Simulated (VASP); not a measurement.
Runs of VASP 6.6.1 on TaN. The structure is that of space group P6_3mc (No. 186), or close to it. The cells are those of the table. 

```csv
task,cell,cutoff (eV),gap on the mesh (eV),pressure (GPa),largest force (eV/Å)
single point,"a = 3.050, b = 3.076, c = 4.940 Å, angles 90.4, 91.1, 120.9°, 4 atoms",520,none,129.8,2.70
electric field gradients,"a = 3.110, b = 3.110, c = 5.037 Å, angles 90.0, 90.0, 120.0°, 4 atoms",520,none,(a),2.15
electric field gradients,"a = 3.060, b = 3.060, c = 4.956 Å, angles 90.0, 90.0, 120.0°, 4 atoms",520,none,122.4,2.29
electric field gradients,"a = 2.959, b = 2.959, c = 4.940 Å, angles 90.0, 90.0, 120.0°, 4 atoms",520,none,180.8,4.27
electric field gradients,"a = 3.142, b = 3.142, c = 4.940 Å, angles 90.0, 90.0, 120.0°, 4 atoms",520,none,89.4,0.76
electric field gradients,"a = 3.009, b = 3.009, c = 4.873 Å, angles 90.0, 90.0, 120.0°, 4 atoms",520,none,161.1,(b)
single point,"a = 3.142, b = 3.142, c = 4.940 Å, angles 90.0, 90.0, 120.0°, 4 atoms",600,none,89.3,0.76
single point,"a = 3.050, b = 3.024, c = 4.940 Å, angles 89.6, 88.8, 119.1°, 4 atoms",520,none,129.8,2.64
single point,"a = 3.050, b = 3.050, c = 4.940 Å, angles 90.0, 90.0, 120.0°, 4 atoms",520,none,129.5,2.32
electric field gradients,"a = 3.090, b = 3.090, c = 5.005 Å, angles 90.0, 90.0, 120.0°, 4 atoms",520,none,102.8,(c)
single point,"a = 3.060, b = 3.060, c = 4.956 Å, angles 90.0, 90.0, 120.0°, 4 atoms",520,none,122.4,2.29
electric field gradients,"a = 3.050, b = 3.050, c = 5.039 Å, angles 90.0, 90.0, 120.0°, 4 atoms",520,none,116.9,3.27
```

Alike in all rows: level PBEsol; potentials or basis VASP PAW PBE potentials, release 64 (Ta_pv, N); no spin polarisation; k mesh 9 × 9 × 5; smearing fermi-dirac 0.01 eV.

Q: Estimate the missing entries.

A: (a) 91.1; (b) 2.40; (c) 2.21.

Caveats: the PAW data sets were made with another functional, which shifts forces and pressure a little; spin-orbit coupling is left out, which moves the levels of the heavy elements.

A k mesh can miss the band edges, and the runs leave out spin-orbit coupling on Ta.

A gap of «none» marks levels without a gap at the run's occupations.
